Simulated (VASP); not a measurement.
Runs of VASP 6.6.1 on Ti. The structure is that of space group P6_3/mmc (No. 194), or close to it. The cells are those of the table. 

| cell | gap on the mesh (eV) | pressure (GPa) |
| --- | --- | --- |
| a = 2.935, b = 2.935, c = 4.314 Å, angles 90.0, 90.0, 120.0°, 2 atoms | none | 10.0 |
| a = 2.935, b = 2.935, c = 4.801 Å, angles 90.0, 90.0, 120.0°, 2 atoms | none | -3.4 |
| a = 2.935, b = 2.935, c = 4.963 Å, angles 90.0, 90.0, 120.0°, 2 atoms | none | (a) |
| a = 2.935, b = 2.935, c = 4.476 Å, angles 90.0, 90.0, 120.0°, 2 atoms | none | 4.9 |

Alike in all rows: task single point; level r2SCAN; potentials or basis VASP PAW PBE potentials, release 64 (Ti_sv); no spin polarisation; k mesh 18 × 18 × 10; cutoff (eV) 520; smearing methfessel-paxton 0.05 eV.

Problem. Estimate the missing entries.

Solution. (a) -6.7.

Caveats: the PAW data sets were made with another functional, which shifts forces and pressure a little; the stress differs along the axes, from 7 to 16 GPa (at least some runs); the cell stands under tension (at least some runs); the stress differs along the axes, from -12 to -4 GPa (at least some runs); the cell stands under pressure (at least some runs).

A gap of «none» marks levels without a gap at the run's occupations.
